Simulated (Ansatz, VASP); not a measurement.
## Two plane-wave programs on Mo

The input INCAR:

```
PREC = Accurate
ENCUT = 520
EDIFF = 1E-6
ISMEAR = 0
SIGMA = 0.15
LREAL = F
LASPH = T
NELM = 60
ALGO = Fast
ISIF = 2
LWAVE = F
LCHARG = F
GGA = PS
NBANDS = 13
```

KPOINTS

```
Automatic mesh
0
Gamma
  22 22 22
```

File POSCAR:

```
Mo
1.0
   -1.5710000000      1.5710000000      1.6338400000
    1.5710000000     -1.5710000000      1.6338400000
    1.5710000000      1.5710000000     -1.6338400000
Mo
1
Direct
    0.0000000000      0.0000000000      0.0000000000
```

Input for Ansatz:

```yaml
crystal:
  lattice:
    - [-1.571, 1.571, 1.63384]
    - [1.571, -1.571, 1.63384]
    - [1.571, 1.571, -1.63384]
  atoms:
    - { symbol: Mo, position: [0.0, 0.0, 0.0] }
basis:
  ecutwfc: 420
kpoints:
  mp_grid: { grid: [22, 22, 22] }
hamiltonian:
  xc: pbesol
scf:
  occupations: { method: gaussian, width: 0.15 }
output:
  forces: true
  stress: true
  eigenvalues: true
  write_density: true
  write_potential: true
  elf: true
  volumetric_format: npy
```

Change from the starting cell: strain +0.000 along x and y, +0.040 along z, atoms carried along.

Alike in both runs: task single point; functional PBEsol; k mesh 22 × 22 × 22; occupations gaussian, width 0.15 eV; no spin polarisation.

|  | VASP | Ansatz |
| --- | --- | --- |
| version | VASP 6.6.1 | Ansatz 0.2.0 |
| potentials or method | VASP PAW PBE potentials, release 64 (Mo_sv), cutoff 520 eV | scalar-relativistic, plane waves, PAW |
| valence electrons in the cell | 14 | 14 |

|  | VASP | Ansatz | Ansatz less VASP |
| --- | --- | --- | --- |
| gap on the k mesh at the Fermi level (eV) | none | none | - |
| pressure (GPa) | -12.1 | -12.6 | -0.48 |
| traceless stress, the component that is largest in VASP (GPa) | -7.14 | -7.15 | -0.003 |

VASP's potentials were made for PBE, not for PBEsol. A gap of «none» marks a metal or a gap that the smearing closes. With one functional, cell and mesh, what is left measures potentials, basis and numerics.
